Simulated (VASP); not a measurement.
# Al (Im-3m) in VASP: further runs

Runs on Al. Level: BLYP. Tasks: single point.

Program: VASP 6.6.1. These are calculated values, not measurements. Logs are shortened: lines on timing, memory, paths and dates and some standing lists are left out, and cuts for length are marked.

## 1. The cell of the first run

It takes space group Im-3m (No. 229, cubic). Conventional cell: a = 3.223 Å, b = 3.223 Å, c = 3.223 Å, α = 90.00°, β = 90.00°, γ = 90.00°. Al (site symmetry m-3m) has 14 Al at 2.79 to 3.22 Å within 3.7 Å.

## 2. Single point, BLYP (volume scaled by 0.92)

Input file INCAR:

```
SYSTEM = Al
PREC = Accurate
ENCUT = 520
EDIFF = 1E-7
ISMEAR = -1
SIGMA = 0.1
LREAL = .False.
LASPH = .True.
NELM = 100
ALGO = Normal
ISIF = 2
LWAVE = .False.
LCHARG = .True.
GGA = B5
ALDAX = 1.0
AGGAX = 1.0
AGGAC = 1.0
ALDAC = 0.0
LELF = .True.
LVHAR = .True.
NBANDS = 8
```

Input file KPOINTS:

```
regular mesh
0
Gamma
  15 15 15
  0 0 0
```

Input file POSCAR:

```
Al
1.0
   -1.6113234744      1.6113234744      1.6113234744
    1.6113234744     -1.6113234744      1.6113234744
    1.6113234744      1.6113234744     -1.6113234744
Al
1
Direct
    0.0000000000      0.0000000000      0.0000000000
```

Potentials or basis: VASP PAW PBE potentials, release 64 (Al).

Launch:

```
cat potpaw_PBE.64/Al/POTCAR > POTCAR
mpirun -np 1 vasp_std > vasp.out
```

OUTCAR:

```text
SYSTEM = Al
   PREC = Accurate
   ENCUT = 520
   EDIFF = 1E-7
   ISMEAR = -1
   LREAL = .False.
   LASPH = .True.
   NELM = 100
   ISIF = 2
   GGA = B5

 ion  position               nearest neighbor table
   1  0.000  0.000  0.000-

  LATTYP: Found a body centered cubic cell.
 ALAT       =     3.2226469488

  Lattice vectors:

 A1 = (  -1.6113234744,   1.6113234744,   1.6113234744)
 A2 = (   1.6113234744,  -1.6113234744,   1.6113234744)
 A3 = (   1.6113234744,   1.6113234744,  -1.6113234744)

Analysis of symmetry for initial positions (statically):
=====================================================================
 Subroutine PRICEL returns:
 Original cell was already a primitive cell.

 Routine SETGRP: Setting up the symmetry group for a
 body centered cubic supercell.

 Subroutine GETGRP returns: Found 48 space group operations
 (whereof 48 operations were pure point group operations)
 out of a pool of 48 trial point group operations.

The static configuration has the point symmetry O_h .

Analysis of symmetry for dynamics (positions and initial velocities):
=====================================================================
 Subroutine PRICEL returns:
 Original cell was already a primitive cell.

 Routine SETGRP: Setting up the symmetry group for a
 body centered cubic supercell.

 Subroutine GETGRP returns: Found 48 space group operations
 (whereof 48 operations were pure point group operations)
 out of a pool of 48 trial point group operations.

The dynamic configuration has the point symmetry O_h .

 Subroutine INISYM returns: Found 48 space group operations
 (whereof 48 operations are pure point group operations),
 and found     1 'primitive' translations

----------------------------------------------------------------------------------------

                                     Primitive cell

  volume of cell :      16.7343

  direct lattice vectors                    reciprocal lattice vectors
    -1.611323474  1.611323474  1.611323474     0.000000000  0.310303926  0.310303926
     1.611323474 -1.611323474  1.611323474     0.310303926  0.000000000  0.310303926
     1.611323474  1.611323474 -1.611323474     0.310303926  0.310303926  0.000000000

  length of vectors
     2.790894125  2.790894125  2.790894125     0.438836020  0.438836020  0.438836020

  position of ions in fractional coordinates (direct lattice)
     0.000000000  0.000000000  0.000000000

  ion indices of the primitive-cell ions
   primitive index   ion index
                 1           1

----------------------------------------------------------------------------------------

 KPOINTS: regular mesh

Automatic generation of k-mesh.
 Grid dimensions read from file:
 generate k-points for:   15   15   15

 Generating k-lattice:

  Cartesian coordinates                     Fractional coordinates (reciprocal lattice)
     0.000000000  0.020686928  0.020686928     0.066666667  0.000000000  0.000000000
     0.020686928  0.000000000  0.020686928     0.000000000  0.066666667  0.000000000
     0.020686928  0.020686928  0.000000000     0.000000000  0.000000000  0.066666667

  Length of vectors
     0.029255735  0.029255735  0.029255735

  Shift w.r.t. Gamma in fractional coordinates (k-lattice)
     0.000000000  0.000000000  0.000000000

 Subroutine IBZKPT returns following result:
 ===========================================

 Found    120 irreducible k-points:

 Following reciprocal coordinates:
            Coordinates               Weight
  0.000000  0.000000  0.000000      1.000000
  0.066667  0.000000  0.000000     12.000000
  0.133333  0.000000  0.000000     12.000000
  0.200000  0.000000  0.000000     12.000000
  0.266667  0.000000  0.000000     12.000000
  0.333333  0.000000  0.000000     12.000000
[... 16 lines left out ...]
  0.333333  0.200000  0.000000     48.000000
  0.400000  0.200000  0.000000     24.000000
 [... further k-points ...]
   k-points           NKPTS =    120   k-points in BZ     NKDIM =    120   number of bands    NBANDS=      8
   number of dos      NEDOS =    301   number of ions     NIONS =      1
   total plane-waves  NPLWV =  13824
   dimension x,y,z NGX =    24 NGY =   24 NGZ =   24
   dimension x,y,z NGXF=    48 NGYF=   48 NGZF=   48
   ions per type =               1
   NGX,Y,Z   is equivalent  to a cutoff of  14.30, 14.30, 14.30 a.u.
   NGXF,Y,Z  is equivalent  to a cutoff of  28.59, 28.59, 28.59 a.u.
 SYSTEM =  Al
   PREC   = accura    normal or accurate (medium, high low for compatibility)
   ISTART =      0    job   : 0-new  1-cont  2-samecut
   ICHARG =      2    charge: 1-file 2-atom 10-const
   ISPIN  =      1    spin polarized calculation?
   LNONCOLLINEAR =      F non collinear calculations
   LSORBIT =      F    spin-orbit coupling
   LASPH  =      T    aspherical Exc in radial PAW
   ENCUT  =  520.0 eV  38.22 Ry    6.18 a.u.   5.19  5.19  5.19*2*pi/ulx,y,z
   NELM   =    100;   NELMIN=  2; NELMDL= -5     # of ELM steps
   EDIFF  = 0.1E-06   stopping-criterion for ELM
   LREAL  =      F    real-space projection
   EDIFFG = 0.1E-05   stopping-criterion for IOM
   NSW    =      0    number of steps for IOM
   IBRION =     -1    ionic relax: 0-MD 1-quasi-New 2-CG
   NFREE  =      0    steps in history (QN), initial steepest desc. (CG)
   ISIF   =      2    stress and relaxation
   ISYM   =      2    0-nonsym 1-usesym 2-fastsym
   POTIM  = 0.5000    time-step for ionic-motion
   TEBEG  =    0.0;   TEEND  =   0.0 temperature during run
   PSTRESS=    0.0 pullay stress
   NELECT =       3.0000    total number of electrons
   NUPDOWN=      -1.0000    fix difference up-down
   EMIN   =  10.00;   EMAX   =-10.00  energy-range for DOS
   EFERMI =   0.00;   METHOD = LEGACY
   ISMEAR =    -1;   SIGMA  =   0.10  broadening in eV -4-tet -1-fermi 0-gaus
   EFERMI_NEDOS =   21; number of points for ismear=-14 and -15
   IALGO  =     38    algorithm
   IMIX   =      4    mixing-type and parameters
     AMIX     =   0.40;   BMIX     =  1.00
     AMIX_MAG =   1.60;   BMIX_MAG =  1.00
  volume/ion in A,a.u.               =      16.73       112.93
  Fermi-wavevector in a.u.,A,eV,Ry     =   0.923094  1.744394 11.593555  0.852102
  Thomas-Fermi vector in A             =   2.048693
   LORBIT       =      0    0 simple, 1 ext, 2 COOP (PROOUT), +10 PAW based schemes
   GGA     = B5    functional components
   LHFCALC =     F    Hartree Fock is set to
   AEXX    =    0.0000 exact exchange contribution
   IVDW    =     0    specifies the selected vdW correction
   LEPSILON=     F    determine dielectric tensor
   LRPA    =     F    only Hartree local field effects (RPA)
 non-spin polarized calculation
  energy-cutoff  :      520.00
  volume of cell :       16.73
 maximum number of plane-waves:       466
 NGX is ok and might be reduce to    24
   NGX = 11   NGY = 11   NGZ = 11

 number of electron       3.0000000 magnetization

 Free energy of the ion-electron system (eV)
  ---------------------------------------------------
  ext. energy  EPLUGINS =         0.00000000
  ---------------------------------------------------
  free energy    TOTEN  =        -2.60849687 eV

  energy without entropy =       -2.59409805  energy(sigma->0) =       -2.60129746

 E-fermi :   8.3113     XC(G=0):  -9.6247

 val. band max:        8.3002361908   @ k =  -0.4000   0.4000   0.2000
 cond. band min:       8.4334357817   @ k =  -0.3333  -0.4667   0.1333
 fundamental gap:      0.1331995909
 Fermi energy:         8.3113102823

 k-point     1 :       0.0000    0.0000    0.0000
  band No.  band energies     occupation
      1      -2.6847      2.00000
      2      21.4190      0.00000
      3      21.4190      0.00000
      4      21.4190      0.00000
      5      22.5167      0.00000
      6      22.5167      0.00000
      7      22.5167      0.00000
      8      24.6572      0.00000

 k-point     2 :       0.0667    0.0000    0.0000
  band No.  band energies     occupation
      1      -2.5581      2.00000
      2      19.8279      0.00000
      3      20.4295      0.00000
      4      20.9404      0.00000
      5      22.1197      0.00000
      6      23.1966      0.00000
      7      23.7169      0.00000
      8      23.7216      0.00000

 k-point     3 :       0.1333    0.0000    0.0000
  band No.  band energies     occupation
      1      -2.1791      2.00000
      2      17.2382      0.00000
      3      19.2431      0.00000
      4      19.9479      0.00000
      5      21.2414      0.00000
      6      22.4827      0.00000
      7      24.2058      0.00000
      8      24.7638      0.00000

 k-point     4 :       0.2000    0.0000    0.0000
  band No.  band energies     occupation
      1      -1.5496      2.00000
      2      14.5349      0.00000
      3      18.2368      0.00000
      4      18.9175      0.00000
      5      20.3099      0.00000
      6      21.6024      0.00000
      7      25.0726      0.00000
      8      25.2045      0.00000

 k-point     5 :       0.2667    0.0000    0.0000
  band No.  band energies     occupation
      1      -0.6727      2.00000
      2      11.9317      0.00000
      3      17.4307      0.00000
      4      18.0250      0.00000
      5      19.5022      0.00000
      6      20.8486      0.00000
      7      25.8689      0.00000
      8      26.0761      0.00000
[... 177 lines left out ...]
 k-point    22 :       0.2667    0.2000    0.0000
  band No.  band energies     occupation
      1       1.9271      2.00000
      2       9.1208      0.00061
      3      10.9258      0.00000
      4      16.0557      0.00000
      5      21.5763      0.00000
      6      23.0477      0.00000
      7      26.5497      0.00000
      8      28.5171      0.00000

 k-point    23 :       0.3333    0.2000    0.0000
  band No.  band energies     occupation
      1       3.3904      2.00000
      2       7.0121      2.00000
      3      10.5648      0.00000
      4      15.7337      0.00000
      5      21.2734      0.00000
      6      24.0800      0.00000
      7      26.2110      0.00000
      8      28.4109      0.00000

 k-point    24 :       0.4000    0.2000    0.0000
  band No.  band energies     occupation
      1       4.9234      2.00000
      2       5.2615      2.00000
      3      10.4460      0.00000
      4      15.6255      0.00000
      5      21.1698      0.00000
      6      24.6827      0.00000
      7      25.9878      0.00000
      8      27.9832      0.00000

 [... further k-points ...]

------------------------ aborting loop because EDIFF is reached ----------------------------------------

  FORCE on cell =-STRESS in cart. coord.  units (eV):
  Direction    XX          YY          ZZ          XY          YZ          ZX
  --------------------------------------------------------------------------------------
  -------------------------------------------------------------------------------------
  Total        0.5090165      0.5090165      0.5090165     -0.0000000      0.0000000     -0.0000000
  in kB       48.7342426     48.7342426     48.7342426     -0.0000000      0.0000000     -0.0000000
  external PRESSURE =      48.7342426 kB  Pullay stress =       0.0000000 kB

 VOLUME and BASIS-vectors are now :
 -----------------------------------------------------------------------------
  energy-cutoff  :      520.00
  volume of cell :       16.73
      direct lattice vectors                 reciprocal lattice vectors
    -1.611323474  1.611323474  1.611323474     0.000000000  0.310303926  0.310303926
     1.611323474 -1.611323474  1.611323474     0.310303926  0.000000000  0.310303926
     1.611323474  1.611323474 -1.611323474     0.310303926  0.310303926  0.000000000

 POSITION                                       TOTAL-FORCE (eV/Angst)
 -----------------------------------------------------------------------------------
      0.00000      0.00000      0.00000        -0.000000     -0.000000      0.000000
 -----------------------------------------------------------------------------------
    total drift:                                0.000000      0.000000     -0.000000

  FREE ENERGIE OF THE ION-ELECTRON SYSTEM (eV)
  ---------------------------------------------------
  free  energy   TOTEN  =        -2.6084968676 eV

  energy  without entropy=       -2.5940980493  energy(sigma->0) =       -2.60129746
```

It took 12 s on 1 thread of AMD EPYC 9R45 (Zen 5), shared host; peak memory 0.1 GiB.

What came out:

* Free energy: -2.6085 eV
* Pressure: 4.9 GPa

Caveat: the PAW data sets were made with another functional, which shifts forces and pressure a little.

## 3. Single point, BLYP (volume scaled by 0.96)

Input file INCAR:

```
SYSTEM = Al
PREC = Accurate
ENCUT = 520
EDIFF = 1E-7
ISMEAR = -1
SIGMA = 0.1
LREAL = .False.
LASPH = .True.
NELM = 60
ALGO = Normal
ISIF = 2
LWAVE = .False.
LCHARG = .False.
GGA = B5
ALDAX = 1.0
AGGAX = 1.0
AGGAC = 1.0
ALDAC = 0.0
NBANDS = 8
```

Input file KPOINTS:

```
Automatic mesh
0
Gamma
  15 15 15
  0 0 0
```

Input file POSCAR:

```
Al
1.0
   -1.6343454916      1.6343454916      1.6343454916
    1.6343454916     -1.6343454916      1.6343454916
    1.6343454916      1.6343454916     -1.6343454916
Al
1
Direct
    0.0000000000      0.0000000000      0.0000000000
```

Potentials or basis: VASP PAW PBE potentials, release 64 (Al).

Launch:

```
cat potpaw_PBE.64/Al/POTCAR > POTCAR
mpirun -np 1 vasp_std > vasp.out
```

OUTCAR:

```text
SYSTEM = Al
   PREC = Accurate
   ENCUT = 520
   EDIFF = 1E-7
   ISMEAR = -1
   LREAL = .False.
   LASPH = .True.
   NELM = 60
   ISIF = 2
   GGA = B5

 ion  position               nearest neighbor table
   1  0.000  0.000  0.000-

  LATTYP: Found a body centered cubic cell.
 ALAT       =     3.2686909832

  Lattice vectors:

 A1 = (  -1.6343454916,   1.6343454916,   1.6343454916)
 A2 = (   1.6343454916,  -1.6343454916,   1.6343454916)
 A3 = (   1.6343454916,   1.6343454916,  -1.6343454916)

Analysis of symmetry for initial positions (statically):
=====================================================================
 Subroutine PRICEL returns:
 Original cell was already a primitive cell.

 Routine SETGRP: Setting up the symmetry group for a
 body centered cubic supercell.

 Subroutine GETGRP returns: Found 48 space group operations
 (whereof 48 operations were pure point group operations)
 out of a pool of 48 trial point group operations.

The static configuration has the point symmetry O_h .

Analysis of symmetry for dynamics (positions and initial velocities):
=====================================================================
 Subroutine PRICEL returns:
[... 152 lines left out ...]

  energy without entropy =       -2.60946776  energy(sigma->0) =       -2.61687805

 E-fermi :   7.8648     XC(G=0):  -9.4668

 val. band max:        7.8594197309   @ k =  -0.4000   0.4000   0.2000
 cond. band min:       7.8700398080   @ k =   0.2667   0.2000   0.0667
 fundamental gap:      0.0106200771
 Fermi energy:         7.8648035563

 k-point     1 :       0.0000    0.0000    0.0000
  band No.  band energies     occupation
      1      -2.8300      2.00000
      2      20.7286      0.00000
      3      20.7286      0.00000
      4      20.7286      0.00000
      5      21.4711      0.00000
      6      21.4711      0.00000
      7      21.4711      0.00000
      8      23.9026      0.00000
[... 243 lines left out ...]
 k-point    24 :       0.4000    0.2000    0.0000
  band No.  band energies     occupation
      1       4.6312      2.00000
      2       4.8452      2.00000
      3       9.9377      0.00000
      4      14.9676      0.00000
      5      20.3898      0.00000
      6      23.7611      0.00000
      7      25.1543      0.00000
      8      26.9857      0.00000

 [... further k-points ...]
[... 5 lines left out ...]
  --------------------------------------------------------------------------------------
  -------------------------------------------------------------------------------------
  Total        0.2373296      0.2373296      0.2373296      0.0000000      0.0000000     -0.0000000
  in kB       21.7756382     21.7756382     21.7756382      0.0000000      0.0000000     -0.0000000
  external PRESSURE =      21.7756382 kB  Pullay stress =       0.0000000 kB

 VOLUME and BASIS-vectors are now :
 -----------------------------------------------------------------------------
  energy-cutoff  :      520.00
  volume of cell :       17.46
      direct lattice vectors                 reciprocal lattice vectors
    -1.634345492  1.634345492  1.634345492     0.000000000  0.305932866  0.305932866
     1.634345492 -1.634345492  1.634345492     0.305932866  0.000000000  0.305932866
     1.634345492  1.634345492 -1.634345492     0.305932866  0.305932866  0.000000000

 POSITION                                       TOTAL-FORCE (eV/Angst)
 -----------------------------------------------------------------------------------
      0.00000      0.00000      0.00000         0.000000      0.000000     -0.000000
 -----------------------------------------------------------------------------------
    total drift:                                0.000000      0.000000      0.000000

  FREE ENERGIE OF THE ION-ELECTRON SYSTEM (eV)
  ---------------------------------------------------
  free  energy   TOTEN  =        -2.6242883444 eV

  energy  without entropy=       -2.6094677582  energy(sigma->0) =       -2.61687805
```

stdout:

```text
POSCAR found type information on POSCAR Al
 POSCAR found :  1 types and       1 ions
 scaLAPACK will be used
 -----------------------------------------------------------------------------
|                                                                             |
|                                                                             |
|     You enforced a specific xc type in the INCAR file but a different       |
|     I HOPE YOU KNOW WHAT YOU ARE DOING!                                     |
|                                                                             |
 -----------------------------------------------------------------------------

 LDA part: xc-table for (Slater(with rela. corr.)+VWN5), standard interpolation
 POSCAR, INCAR and KPOINTS ok, starting setup
 FFT: planning ... GRIDC
 FFT: planning ... GRID_SOFT
 FFT: planning ... GRID
 WAVECAR not read
 entering main loop
```

Wall time 12 s (1 thread of AMD EPYC 9R45 (Zen 5), shared host); peak memory 0.11 GiB.

What came out:

```
Free energy : -2.6243 eV
Pressure    : 2.2 GPa
```

Levels at points of the mesh, in eV from the Fermi level:
```csv
k point,band 1,band 2,band 3,band 4
"(0.00, 0.00, 0.00)",-10.69,12.86,12.86,12.86
```

Caveat: the PAW data sets were made with another functional, which shifts forces and pressure a little.

(Continued in part 2 of 2.)
